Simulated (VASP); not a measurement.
Set up this calculation in VASP 6.6.1, as the native input.

- Task: single point
- Functional: r2SCAN
- Potentials or basis: VASP PAW PBE potentials, release 64 (Ni)
- Cutoff: 520 eV
- k mesh: 14 × 14 × 7
- Occupations: fermi-dirac, width 0.1 eV
- Spin: collinear spin, ferromagnetic start
- Starting moments: [2.0, 2.0] μB
- Dipole correction: no
- Further INCAR settings: ALGO = Normal; EDIFF = 1e-06; NBANDS = 21

Crystal: Ni.

```
Ni
1.0
     0.00000    1.76910    1.76910
     1.76910    0.00000    1.76910
     3.53820    3.53820    0.00000
Ni
2
Direct
  0.00000 0.00000 0.00000
  0.00000 0.00000 0.50000
```

These files were run (other wordings do the same):

POSCAR

```
Ni
1.0
    0.0000000000      1.7691000000      1.7691000000
    1.7691000000      0.0000000000      1.7691000000
    3.5382000000      3.5382000000      0.0000000000
Ni
2
Direct
    0.0000000000      0.0000000000      0.0000000000
    0.0000000000      0.0000000000      0.5000000000
```

INCAR.step1

```
SYSTEM = Ni
  PREC = Accurate
  ENCUT = 520
  ISMEAR = -1
  SIGMA = 0.1
  LREAL = .False.
  LASPH = .True.
  NELM = 150
  ISPIN = 2
  MAGMOM = 2 2
  LMAXMIX = 4
  NBANDS = 21
  GGA = PE
  ALGO = Normal
  EDIFF = 1E-4
  LWAVE = .True.
  LCHARG = .False.
```

INCAR.step2

```
SYSTEM = Ni
  PREC = Accurate
  ENCUT = 520
  EDIFF = 1E-6
  ISMEAR = -1
  SIGMA = 0.1
  LREAL = .False.
  LASPH = .True.
  NELM = 150
  ALGO = Normal
  ISIF = 2
  LWAVE = .False.
  LCHARG = .False.
  ISPIN = 2
  MAGMOM = 2 2
  LORBIT = 11
  LMAXMIX = 4
  METAGGA = R2SCAN
  LMIXTAU = .True.
  NBANDS = 21
  ISTART = 1
```

KPOINTS

```
regular mesh
0
Gamma
  14 14 7
  0 0 0
```

Potentials or basis: VASP PAW PBE potentials, release 64 (Ni).

Launch:

```sh
$ cat potpaw_PBE.64/Ni/POTCAR > POTCAR
$ cp INCAR.step1 INCAR
$ mpirun -np 1 vasp_std > vasp.out
$ cp INCAR.step2 INCAR
$ mpirun -np 1 vasp_std > vasp.out
```

Results of the run:

| Item | Value |
| --- | --- |
| Pressure | -9.2 GPa |
| Net moment | 1.49 μB per cell |
| Site moments | Ni +0.77 μB |
| Valence electrons inside the program's atomic spheres | Ni 9.31 |

Caveat: the PAW data sets were made with another functional, which shifts forces and pressure a little.

It took 4.7 min on 1 thread of Intel(R) Xeon(R) 6975P-C (Granite Rapids), on a shared host, peak memory 0.22 GiB.
